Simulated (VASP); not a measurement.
Sb: single point with revPBE+D3(BJ)

Crystal: Sb.

```
Sb
1.0
     3.14531    0.00000    0.00000
    -1.04844    2.96543    0.00000
    -1.04844   -1.48271    2.56814
Sb
1
Cartesian
  0.0000 0.0000 0.0000
```

```yaml
Program: VASP 6.6.1
Task: single point
Functional: revPBE
Dispersion: D3(BJ)
Potentials_or_basis: VASP PAW PBE potentials, release 64 (Sb)
Cutoff: 520 eV
k_mesh: 9 × 9 × 9
Occupations: methfessel-paxton, width 0.01 eV
Spin: no spin polarisation
```

```yaml
Pressure: 4.4 GPa
Dispersion_energy_per_atom: -1.106 eV
```

Levels at points of the mesh, in eV from the Fermi level:
| k point | band 1 | band 2 | band 3 | band 4 | band 5 | band 6 |
| --- | --- | --- | --- | --- | --- | --- |
| (0.00, 0.00, 0.00) | -14.02 | 6.29 | 6.29 | 6.29 | 10.77 | 10.77 |

It took 2.4 s on 1 thread of Intel(R) Xeon(R) 6975P-C (Granite Rapids) (shared host), peak memory 0.15 GiB.

Caveat: three body term missing; the PAW data sets were made with another functional, which shifts forces and pressure a little; spin-orbit coupling is left out, which moves the levels of the heavy elements; pairwise dispersion overbinds metals, which lowers pressure and volume.
